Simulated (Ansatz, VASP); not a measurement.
**One calculation of BN, two programs**

```xyz
2
Lattice="0.0000 1.8123 1.8123 1.8123 0.0000 1.8123 1.8123 1.8123 0.0000" Properties=species:S:1:pos:R:3 pbc="T T T"
B     2.7185    2.7185    2.7185
N     0.0000    0.0000    0.0000
```

Alike in both runs: task relaxation of cell and atoms; functional PBE; k mesh 12 × 12 × 12; occupations gaussian, width 0.02 eV; no spin polarisation.

```csv
,VASP,Ansatz
version,VASP 6.6.1,Ansatz 0.2.0
potentials or method,"VASP PAW PBE potentials, release 64 (B, N), cutoff 600 eV","scalar-relativistic, plane waves, PAW"
valence electrons in the cell,8,8
```

VASP gave:

```
gap on the k mesh at the Fermi level, each at its own relaxed structure (eV) : 4.45
relaxed volume (Å³/atom)                                                     : 5.95
relaxed cell length with the largest relative difference (Å)                 : 2.563
```

**Question.** Estimate Ansatz's values.

**Answer.** gap on the k mesh at the Fermi level, each at its own relaxed structure (eV): 4.46; relaxed volume (Å³/atom): 5.95; relaxed cell length with the largest relative difference (Å): 2.563.

Noted on VASP's run: the relaxation stopped at its first step, so nothing moved.
